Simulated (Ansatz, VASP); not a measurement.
# Two plane-wave programs on K

```
CELL_PARAMETERS angstrom
9.12416 0.00000 0.00000
0.00000 7.03745 0.00000
0.00000 0.00000 5.01469
ATOMIC_POSITIONS crystal
K 0.12983 0.75000 0.85718
K 0.62983 0.75000 0.64282
K 0.87017 0.25000 0.14282
K 0.37017 0.25000 0.35718
```

Alike in both runs: task single point; functional PBE; k mesh 6 × 6 × 8; occupations gaussian, width 0.1 eV; no spin polarisation.

|  | VASP | Ansatz |
| --- | --- | --- |
| version | VASP 6.6.1 | Ansatz 0.2.0 |
| potentials or method | VASP PAW PBE potentials, release 64 (K_sv), cutoff 520 eV | scalar-relativistic, plane waves, PAW |
| valence electrons in the cell | 36 | 36 |

|  | VASP | Ansatz | Ansatz less VASP |
| --- | --- | --- | --- |
| gap on the k mesh at the Fermi level (eV) | none | none | - |
| pressure (GPa) | -0.2 | -0.2 | +0.01 |
| traceless stress, the component that is largest in VASP (GPa) | -0.22 | -0.22 | 0.000 |
| rms of the force components (eV/Å) | 0.023 | 0.023 | -0.0001 |

Atom by atom the forces differ by 0.000 eV/Å (rms over components). A gap of «none» marks a metal or a gap that the smearing closes.
